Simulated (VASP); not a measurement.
Crystal: Ir.

```
CELL_PARAMETERS angstrom
2.71000 0.00000 0.00000
-1.35500 2.34693 0.00000
0.00000 0.00000 4.42543
ATOMIC_POSITIONS crystal
Ir 0.33333 0.66667 0.25000
Ir 0.66667 0.33333 0.75000
```

- Program: VASP 6.6.1
- Task: relaxation of cell and atoms
- Functional: PBE
- Potentials or basis: VASP PAW PBE potentials, release 64 (Ir)
- Cutoff: 600 eV
- k mesh: 9 × 9 × 5
- Occupations: fermi-dirac, width 0.05 eV
- Spin: no spin polarisation

At the start: pressure 13.6 GPa; volume 14.07 Å³/atom.

**Question.** Where does the relaxation end?

**Answer.** Over 9 steps the energy falls by 21.6 meV/atom and the volume is 14.59 Å³/atom (+3.6 %); space group P6_3/mmc (No. 194, to 0.05 Å).

The path:
```
step  energy change (eV)  largest force (eV/Å)  pressure (GPa)  volume (Å³)
   1              0.0000                0.0000           13.58        28.15
   2              0.4348                0.0000          -32.28        33.29
   3             -0.0425                0.0000           -0.88        29.24
   4             -0.0427                0.0000           -0.14        29.18
   5             -0.0427                0.0000            0.10        29.16
   6             -0.0429                0.0000            0.32        29.15
   7             -0.0431                0.0000            0.23        29.15
   8             -0.0430                0.0000           -0.58        29.22
   9             -0.0431                0.0000            0.02        29.17
```

Final structure:
```
Ir
1.0
     2.74887    0.00000    0.00000
    -1.37444    2.38059    0.00000
     0.00000    0.00000    4.45765
Ir
2
Cartesian
  0.0000 1.5871 1.1144
  1.3744 0.7935 3.3432
```
